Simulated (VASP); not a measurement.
# WSe2 (P6_3/mmc) in VASP: further runs

The runs below take WSe2 through single point, with PBE+D3(BJ).

All numbers are computed with VASP 6.6.1; they aren't measurements. Logs are shortened: lines on timing, memory, paths and dates and some standing lists are left out, and cuts for length are marked.

**The experiment to reproduce.**

From “Time-resolved XUV ARPES with tunable 24–33 eV laser pulses at 30 meV resolution”, 2019, pmc:6684652, for a bulk crystal of WSe2: band gap 1.3 eV (indirect).

The results are compared with them further down.

### 1 The cell of the first run

It takes space group P6_3/mmc (No. 194, hexagonal). Conventional cell: a = 3.279 Å, b = 3.279 Å, c = 12.789 Å, α = 90.00°, β = 90.00°, γ = 120.00°. Within 3.3 Å of W (site symmetry -6m2) lie 6 Se at 2.53 Å and 6 W at 3.28 Å. Within 3.3 Å of Se (site symmetry 3m) lie 3 W at 2.53 Å and 6 Se at 3.28 Å.

### 2 Single point, PBE+D3(BJ)

The input, INCAR:

```
ALGO     = Normal         # electronic algorithm
EDIFF    = 1E-6           # SCF threshold, eV
ENCUT    = 520            # plane-wave cutoff, eV
GGA      = PE             # functional
ISIF     = 2              # what is computed and relaxed
ISMEAR   = 0              # smearing method
IVDW     = 12             # dispersion correction
LASPH    = T              # aspherical terms in the spheres
LCHARG   = F              # write CHGCAR
LREAL    = F              # projectors in reciprocal space
LWAVE    = F              # write WAVECAR
NBANDS   = 35             # bands
NELM     = 80             # most SCF steps
PREC     = Accurate       # precision mode
SIGMA    = 0.02           # smearing width, eV
```

The input, KPOINTS:

```
k-points
0
Gamma
  9 9 2
```

The input, POSCAR:

```
WSe2
1.0
    3.2790158322      0.0000000000      0.0000000000
   -1.6395079161      2.8397110101      0.0000000000
    0.0000000000      0.0000000000     12.7885063275
W Se
2 4
Direct
    0.3333333333      0.6666666667      0.2500000000
    0.6666666667      0.3333333333      0.7500000000
    0.3333333333      0.6666666667      0.6182884708
    0.6666666667      0.3333333333      0.1182884708
    0.3333333333      0.6666666667      0.8817115292
    0.6666666667      0.3333333333      0.3817115292
```

Potentials or basis: VASP PAW PBE potentials, release 64 (W_sv, Se).

The run is started by

```sh
cat potpaw_PBE.64/W_sv/POTCAR potpaw_PBE.64/Se/POTCAR > POTCAR
mpirun -np 1 vasp_std > vasp.out
```

OUTCAR:

```text
EDIFF = 1E-6
   ENCUT = 520
   GGA = PE
   ISIF = 2
   ISMEAR = 0
   IVDW = 12
   LASPH = T
   LREAL = F
   NELM = 80
   PREC = Accurate
 IVDW          = 12

 ion  position               nearest neighbor table
   1  0.333  0.667  0.250-   4 2.53   6 2.53   4 2.53   6 2.53   4 2.53   6 2.53
   2  0.667  0.333  0.750-   3 2.53   5 2.53   3 2.53   5 2.53   3 2.53   5 2.53
   3  0.333  0.667  0.618-   2 2.53   2 2.53   2 2.53
   4  0.667  0.333  0.118-   1 2.53   1 2.53   1 2.53
   5  0.333  0.667  0.882-   2 2.53   2 2.53   2 2.53
   6  0.667  0.333  0.382-   1 2.53   1 2.53   1 2.53

  LATTYP: Found a hexagonal cell.
 ALAT       =     3.2790158322
 C/A-ratio  =     3.9001050870

  Lattice vectors:

 A1 = (   3.2790158322,   0.0000000000,   0.0000000000)
 A2 = (  -1.6395079161,   2.8397110101,   0.0000000000)
 A3 = (   0.0000000000,   0.0000000000,  12.7885063275)

Analysis of symmetry for initial positions (statically):
=====================================================================
 Subroutine PRICEL returns:
 Original cell was already a primitive cell.

 Routine SETGRP: Setting up the symmetry group for a
 hexagonal supercell.

 Subroutine GETGRP returns: Found 24 space group operations
 (whereof 12 operations were pure point group operations)
 out of a pool of 24 trial point group operations.

The static configuration has the point symmetry D_3d.
 The point group associated with its full space group is D_6h.

Analysis of symmetry for dynamics (positions and initial velocities):
=====================================================================
 Subroutine PRICEL returns:
 Original cell was already a primitive cell.

 Routine SETGRP: Setting up the symmetry group for a
 hexagonal supercell.

 Subroutine GETGRP returns: Found 24 space group operations
 (whereof 12 operations were pure point group operations)
 out of a pool of 24 trial point group operations.

The dynamic configuration has the point symmetry D_3d.
 The point group associated with its full space group is D_6h.

 Subroutine INISYM returns: Found 24 space group operations
 (whereof 12 operations are pure point group operations),
 and found     1 'primitive' translations

----------------------------------------------------------------------------------------

                                     Primitive cell

  volume of cell :     119.0796

  direct lattice vectors                    reciprocal lattice vectors
     3.279015832  0.000000000  0.000000000     0.304969555  0.176074255  0.000000000
    -1.639507916  2.839711010  0.000000000     0.000000000  0.352148510  0.000000000
     0.000000000  0.000000000 12.788506328     0.000000000  0.000000000  0.078195215

  length of vectors
     3.279015832  3.279015832 12.788506328     0.352148510  0.352148510  0.078195215

  position of ions in fractional coordinates (direct lattice)
     0.333333333  0.666666667  0.250000000
     0.666666667  0.333333333  0.750000000
     0.333333333  0.666666667  0.618288471
     0.666666667  0.333333333  0.118288471
     0.333333333  0.666666667  0.881711529
     0.666666667  0.333333333  0.381711529

  ion indices of the primitive-cell ions
   primitive index   ion index
                 1           1
                 2           2
                 3           3
                 4           4
                 5           5
                 6           6

----------------------------------------------------------------------------------------

 KPOINTS: k-points

Automatic generation of k-mesh.
 Grid dimensions read from file:
 generate k-points for:    9    9    2

 Generating k-lattice:

  Cartesian coordinates                     Fractional coordinates (reciprocal lattice)
     0.033885506  0.019563806  0.000000000     0.111111111 -0.000000000  0.000000000
     0.000000000  0.039127612  0.000000000     0.000000000  0.111111111  0.000000000
     0.000000000  0.000000000  0.039097607     0.000000000  0.000000000  0.500000000

  Length of vectors
     0.039127612  0.039127612  0.039097607

  Shift w.r.t. Gamma in fractional coordinates (k-lattice)
     0.000000000  0.000000000  0.000000000

 Subroutine IBZKPT returns following result:
 ===========================================

 Found     24 irreducible k-points:

 Following reciprocal coordinates:
            Coordinates               Weight
  0.000000  0.000000  0.000000      1.000000
  0.111111 -0.000000  0.000000      6.000000
  0.222222  0.000000  0.000000      6.000000
  0.333333  0.000000  0.000000      6.000000
  0.444444  0.000000  0.000000      6.000000
  0.111111  0.111111  0.000000      6.000000
[... 16 lines left out ...]
  0.333333  0.222222  0.500000     12.000000
  0.333333  0.333333  0.500000      2.000000
   k-points           NKPTS =     24   k-points in BZ     NKDIM =     24   number of bands    NBANDS=     35
   number of dos      NEDOS =    301   number of ions     NIONS =      6
   total plane-waves  NPLWV =  55296
   dimension x,y,z NGX =    24 NGY =   24 NGZ =   96
   dimension x,y,z NGXF=    48 NGYF=   48 NGZF=  192
   ions per type =               2   4
   NGX,Y,Z   is equivalent  to a cutoff of  12.17, 12.17, 12.48 a.u.
   NGXF,Y,Z  is equivalent  to a cutoff of  24.34, 24.34, 24.96 a.u.
 SYSTEM =  unknown system
   PREC   = accura    normal or accurate (medium, high low for compatibility)
   ISTART =      0    job   : 0-new  1-cont  2-samecut
   ICHARG =      2    charge: 1-file 2-atom 10-const
   ISPIN  =      1    spin polarized calculation?
   LNONCOLLINEAR =      F non collinear calculations
   LSORBIT =      F    spin-orbit coupling
   LASPH  =      T    aspherical Exc in radial PAW
   ENCUT  =  520.0 eV  38.22 Ry    6.18 a.u.   6.10  6.10 23.78*2*pi/ulx,y,z
   NELM   =     80;   NELMIN=  2; NELMDL= -5     # of ELM steps
   EDIFF  = 0.1E-05   stopping-criterion for ELM
   LREAL  =      F    real-space projection
   EDIFFG = 0.1E-04   stopping-criterion for IOM
   NSW    =      0    number of steps for IOM
   IBRION =     -1    ionic relax: 0-MD 1-quasi-New 2-CG
   NFREE  =      0    steps in history (QN), initial steepest desc. (CG)
   ISIF   =      2    stress and relaxation
   ISYM   =      2    0-nonsym 1-usesym 2-fastsym
   POTIM  = 0.5000    time-step for ionic-motion
   TEBEG  =    0.0;   TEEND  =   0.0 temperature during run
   PSTRESS=    0.0 pullay stress
   NELECT =      52.0000    total number of electrons
   NUPDOWN=      -1.0000    fix difference up-down
   EMIN   =  10.00;   EMAX   =-10.00  energy-range for DOS
   EFERMI =   0.00;   METHOD = LEGACY
   ISMEAR =     0;   SIGMA  =   0.02  broadening in eV -4-tet -1-fermi 0-gaus
   EFERMI_NEDOS =   21; number of points for ismear=-14 and -15
   IALGO  =     38    algorithm
   IMIX   =      4    mixing-type and parameters
     AMIX     =   0.40;   BMIX     =  1.00
     AMIX_MAG =   1.60;   BMIX_MAG =  1.00
  volume/ion in A,a.u.               =      19.85       133.93
  Fermi-wavevector in a.u.,A,eV,Ry     =   1.242024  2.347086 20.988681  1.542625
  Thomas-Fermi vector in A             =   2.376397
   LORBIT       =      0    0 simple, 1 ext, 2 COOP (PROOUT), +10 PAW based schemes
   GGA     = PE    functional components
   LHFCALC =     F    Hartree Fock is set to
   AEXX    =    0.0000 exact exchange contribution
   IVDW    =    12    specifies the selected vdW correction
   LEPSILON=     F    determine dielectric tensor
   LRPA    =     F    only Hartree local field effects (RPA)
 non-spin polarized calculation
 Gauss-broadening in eV      SIGMA  =   0.02
  energy-cutoff  :      520.00
  volume of cell :      119.08
 maximum number of plane-waves:      3246
   NGX = 13   NGY = 13   NGZ = 47

 number of electron      51.9999988 magnetization

 Free energy of the ion-electron system (eV)
  ---------------------------------------------------
  ext. energy  EPLUGINS =         0.00000000
  ---------------------------------------------------
  free energy    TOTEN  =       -43.07748404 eV

  energy without entropy =      -43.07748404  energy(sigma->0) =      -43.07748404

 E-fermi :   6.7112     XC(G=0): -10.8976

 val. band max:        6.5243306039   @ k =   0.0000   0.0000   0.0000
 cond. band min:       7.5168568570   @ k =   0.2222   0.1111   0.0000
 fundamental gap:      0.9925262531
 Fermi energy:         6.7112006205

 k-point     1 :       0.0000    0.0000    0.0000
  band No.  band energies     occupation
      1     -67.8186      2.00000
      2     -67.8186      2.00000
      3     -32.0695      2.00000
      4     -32.0694      2.00000
      5     -31.9321      2.00000
      6     -31.9321      2.00000
[... 27 lines left out ...]
     34       9.4662      0.00000
     35      11.0789      0.00000

 k-point     2 :       0.1111   -0.0000    0.0000
  band No.  band energies     occupation
      1     -67.8174      2.00000
      2     -67.8173      2.00000
      3     -32.0641      2.00000
      4     -32.0640      2.00000
      5     -31.9606      2.00000
      6     -31.9606      2.00000
[... 27 lines left out ...]
     34       9.5662      0.00000
     35      12.0346      0.00000

 k-point     3 :       0.2222    0.0000    0.0000
  band No.  band energies     occupation
      1     -67.8142      2.00000
      2     -67.8141      2.00000
      3     -32.0503      2.00000
      4     -32.0503      2.00000
      5     -32.0320      2.00000
      6     -32.0320      2.00000
[... 27 lines left out ...]
     34      10.2097      0.00000
     35      12.8746      0.00000

 k-point     4 :       0.3333    0.0000    0.0000
  band No.  band energies     occupation
      1     -67.8105      2.00000
      2     -67.8105      2.00000
      3     -32.1120      2.00000
      4     -32.1120      2.00000
      5     -32.0347      2.00000
      6     -32.0347      2.00000
[... 27 lines left out ...]
     34      10.6901      0.00000
     35      11.8533      0.00000

 k-point     5 :       0.4444    0.0000    0.0000
  band No.  band energies     occupation
      1     -67.8082      2.00000
      2     -67.8081      2.00000
      3     -32.1636      2.00000
      4     -32.1636      2.00000
      5     -32.0245      2.00000
      6     -32.0245      2.00000
[... 638 lines left out ...]
 k-point    22 :       0.2222    0.2222    0.5000
  band No.  band energies     occupation
      1     -67.8089      2.00000
      2     -67.8089      2.00000
      3     -32.1166      2.00000
      4     -32.1166      2.00000
      5     -32.0278      2.00000
      6     -32.0278      2.00000
[... 27 lines left out ...]
     34      10.7524      0.00000
     35      12.7596      0.00000

 k-point    23 :       0.3333    0.2222    0.5000
  band No.  band energies     occupation
      1     -67.8071      2.00000
      2     -67.8071      2.00000
      3     -32.1353      2.00000
      4     -32.1353      2.00000
      5     -32.0448      2.00000
      6     -32.0448      2.00000
[... 27 lines left out ...]
     34      10.7666      0.00000
     35      12.1910      0.00000

 k-point    24 :       0.3333    0.3333    0.5000
  band No.  band energies     occupation
      1     -67.8065      2.00000
      2     -67.8065      2.00000
      3     -32.1107      2.00000
      4     -32.1107      2.00000
      5     -32.0867      2.00000
      6     -32.0867      2.00000
[... 27 lines left out ...]
     34      10.8494      0.00000
     35      12.7444      0.00000

------------------------ aborting loop because EDIFF is reached ----------------------------------------

 Edisp (eV)   -2.85288

 E8    (eV) :    -1.2725

  FORCE on cell =-STRESS in cart. coord.  units (eV):
  Direction    XX          YY          ZZ          XY          YZ          ZX
  --------------------------------------------------------------------------------------
  -------------------------------------------------------------------------------------
  Total       0.20632     0.20632     0.29319     0.00000     0.00000     0.00000
  in kB       2.77603     2.77603     3.94475     0.00000     0.00000     0.00000
  external pressure =        3.17 kB  Pullay stress =        0.00 kB

 VOLUME and BASIS-vectors are now :
 -----------------------------------------------------------------------------
  energy-cutoff  :      520.00
  volume of cell :      119.08
      direct lattice vectors                 reciprocal lattice vectors
     3.279015832  0.000000000  0.000000000     0.304969555  0.176074255  0.000000000
    -1.639507916  2.839711010  0.000000000     0.000000000  0.352148510  0.000000000
     0.000000000  0.000000000 12.788506328     0.000000000  0.000000000  0.078195215

 POSITION                                       TOTAL-FORCE (eV/Angst)
 -----------------------------------------------------------------------------------
     -0.00000      1.89314      3.19713        -0.000000      0.000000      0.000000
      1.63951      0.94657      9.59138         0.000000      0.000000      0.000000
     -0.00000      1.89314      7.90699         0.000000     -0.000000     -0.047000
      1.63951      0.94657      1.51273         0.000000     -0.000000     -0.047000
     -0.00000      1.89314     11.27577        -0.000000     -0.000000      0.047000
      1.63951      0.94657      4.88152         0.000000     -0.000000      0.047000
 -----------------------------------------------------------------------------------
    total drift:                               -0.000000      0.000000     -0.000000

  FREE ENERGIE OF THE ION-ELECTRON SYSTEM (eV)
  ---------------------------------------------------
  free  energy   TOTEN  =       -45.9303661986 eV

  energy  without entropy=      -45.9303661986  energy(sigma->0) =      -45.93036620
```

Run time: 95 s. Hardware: 1 thread of AMD EPYC 7R43 (Zen 3), shared host; peak memory 0.23 GiB.

What came out:

- Free energy: -45.9304 eV
- Pressure: 0.3 GPa
- Largest force: 0.047 eV/Å
- Band gap on the k mesh: 0.99 eV, indirect (least direct gap 1.56 eV)
- Dispersion energy per atom: -0.475 eV

Forces in eV/Å, atoms in the order of the input:
```
W    0.000  0.000  0.000
W    0.000  0.000  0.000
Se   0.000  0.000 -0.047
Se   0.000  0.000 -0.047
Se   0.000  0.000  0.047
Se   0.000  0.000  0.047
```

Levels at points of the mesh, in eV from the valence-band top:
```csv
k point,band 22,band 23,band 24,band 25,band 26,band 27,band 28,band 29,band 30,band 31
"(0.00, 0.00, 0.00)",-1.46,-1.46,-1.20,-0.96,0.00,2.63,2.63,2.68,2.68,2.69
"(0.00, 0.00, 0.50)",-1.50,-1.50,-1.50,-0.20,-0.20,2.63,2.63,2.63,2.63,2.84
```

Caveat: spin-orbit coupling is left out, which moves the levels of the heavy elements.

(Continued in part 2 of 3.)
